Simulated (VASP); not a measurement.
## B: single point with PBE

B:

```
B
1.0
     0.00000    1.54251    1.54251
     1.54251    0.00000    1.54251
     1.54251    1.54251    0.00000
B
1
Direct
  0.00000 0.00000 0.00000
```

```yaml
Program: VASP 6.6.1
Task: single point
Functional: PBE
Potentials_or_basis: VASP PAW PBE potentials, release 64 (B)
Cutoff: 500 eV
k_mesh: 10 × 10 × 10
Occupations: gaussian, width 0.1 eV
Spin: no spin polarisation
```

```json
{
 "Pressure": "-40.5 GPa"
}
```

Levels at points of the mesh, in eV from the Fermi level:
| k point | band 1 | band 2 | band 3 | band 4 | band 5 | band 6 |
| --- | --- | --- | --- | --- | --- | --- |
| (0.00, 0.00, 0.00) | -16.68 | 13.07 | 13.07 | 13.07 | 28.77 | 28.77 |
| (0.50, 0.00, 0.00) | -8.17 | -5.43 | 10.71 | 10.71 | 26.05 | 26.05 |
| (0.50, 0.50, 0.00) | -5.87 | -0.74 | 5.15 | 5.15 | 14.68 | 16.82 |

Run time: 3.3 s on 1 thread of AMD EPYC 7R13 (shared host), peak memory 0.08 GiB.
